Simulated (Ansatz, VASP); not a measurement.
# MgO in VASP and in Ansatz

INCAR

```
PREC = Accurate
ENCUT = 520
EDIFF = 1E-6
ISMEAR = 0
SIGMA = 0.05
LREAL = False
LASPH = True
NELM = 60
ALGO = Normal
ISIF = 2
LWAVE = False
LCHARG = False
GGA = PE
NBANDS = 16
```

The input KPOINTS:

```
Automatic mesh
0
Gamma
  9 9 6
```

The input POSCAR:

```
MgO
1.0
    3.1606000000      0.0000000000      0.0000000000
   -1.5803000000      2.7371598912      0.0000000000
    0.0000000000      0.0000000000      5.3947000000
Mg O
2 2
Direct
    0.3333333333      0.6666666667      0.0063188013
    0.6666666667      0.3333333333      0.5063188013
    0.3333333333      0.6666666667      0.3982811987
    0.6666666667      0.3333333333      0.8982811987
```

Input for Ansatz:

```yaml
crystal:
  lattice:
    - [3.1606, 0.0, 0.0]
    - [-1.5803, 2.7371598912, 0.0]
    - [0.0, 0.0, 5.3947]
  atoms:
    - { symbol: Mg, position: [0.3333333333, 0.6666666667, 0.0063188013] }
    - { symbol: Mg, position: [0.6666666667, 0.3333333333, 0.5063188013] }
    - { symbol: O, position: [0.3333333333, 0.6666666667, 0.3982811987] }
    - { symbol: O, position: [0.6666666667, 0.3333333333, 0.8982811987] }
basis:
  ecutwfc: 520.0
kpoints:
  mp_grid: { grid: [9, 9, 6] }
hamiltonian:
  xc: pbe
  pseudopotentials: { kind: paw, azcp: { folder: soft_1 } }
scf:
  occupations: { method: gaussian, width: 0.05 }
output:
  forces: true
  stress: true
  eigenvalues: true
```

Alike in both runs: task single point; functional PBE; k mesh 9 × 9 × 6; occupations gaussian, width 0.05 eV; no spin polarisation.

|  | VASP | Ansatz |
| --- | --- | --- |
| version | VASP 6.6.1 | Ansatz 0.2.0 |
| potentials or method | VASP PAW PBE potentials, release 64 (Mg, O), cutoff 520 eV | scalar-relativistic, plane waves, PAW |
| valence electrons in the cell | 16 | 32 |

Ansatz gave:

| Quantity | Value |
| --- | --- |
| gap on the k mesh at the Fermi level (eV) | 3.81 |
| least direct gap on the mesh (eV) | 3.81 |
| pressure (GPa) | 8.1 |
| traceless stress, the component that is largest in VASP (GPa) | -14.05 |
| rms of the force components (eV/Å) | 0.455 |

Problem. Estimate VASP's values.

Solution. gap on the k mesh at the Fermi level (eV): 3.80; least direct gap on the mesh (eV): 3.80; pressure (GPa): 7.8; traceless stress, the component that is largest in VASP (GPa): -14.24; rms of the force components (eV/Å): 0.462.

Atom by atom the forces differ by 0.007 eV/Å (rms over components). The functional is the same, so the differences come from potentials, cutoffs and numerics. VASP's potentials hold 16 valence electrons a cell and Ansatz's 32, so a difference there can come from the potentials and not from the codes.
